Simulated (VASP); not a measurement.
Write the native input for VASP 6.6.1 that does the following.

- Task: single point
- Functional: PBE
- Potentials or basis: VASP PAW PBE potentials, release 64 (Si, C)
- Cutoff: 520 eV
- k mesh: 10 × 10 × 10
- Occupations: gaussian, width 0.02 eV
- Spin: no spin polarisation
- Dipole correction: no
- Further INCAR settings: ALGO = Normal; EDIFF = 1e-06; NBANDS = 11

The structure of SiC (Moissanite 3C) lies in POSCAR:

```
SiC
1.0
    0.0000000000      2.0985150105      2.0985150105
    2.0985150105      0.0000000000      2.0985150105
    2.0985150105      2.0985150105      0.0000000000
Si C
1 1
Direct
    0.0000000000      0.0000000000      0.0000000000
    0.2500000000      0.2500000000      0.2500000000
```

This cell differs from its parent crystal: volume scaled by 0.88.

The input as run:

INCAR

```
  PREC = Accurate
  ENCUT = 520
  EDIFF = 1E-6
  ISMEAR = 0
  SIGMA = 0.02
  LREAL = F
  LASPH = T
  NELM = 100
  ALGO = Normal
  ISIF = 2
  LWAVE = F
  LCHARG = F
  GGA = PE
  NBANDS = 11
```

KPOINTS

```
regular mesh
0
Gamma
  10 10 10
```

Potentials or basis: VASP PAW PBE potentials, release 64 (Si, C).

Launch:

```bash
$ cat potpaw_PBE.64/Si/POTCAR potpaw_PBE.64/C/POTCAR > POTCAR
$ mpirun -np 1 vasp_std > vasp.out
```

It gave:

```
Pressure               : 34.7 GPa
Band gap on the k mesh : 1.24 eV, indirect (least direct gap 4.64 eV)
```

Wall time 15 s on 1 thread of AMD EPYC 7R43 64-Core Processor (Zen 3) (shared host), peak memory 0.1 GiB.
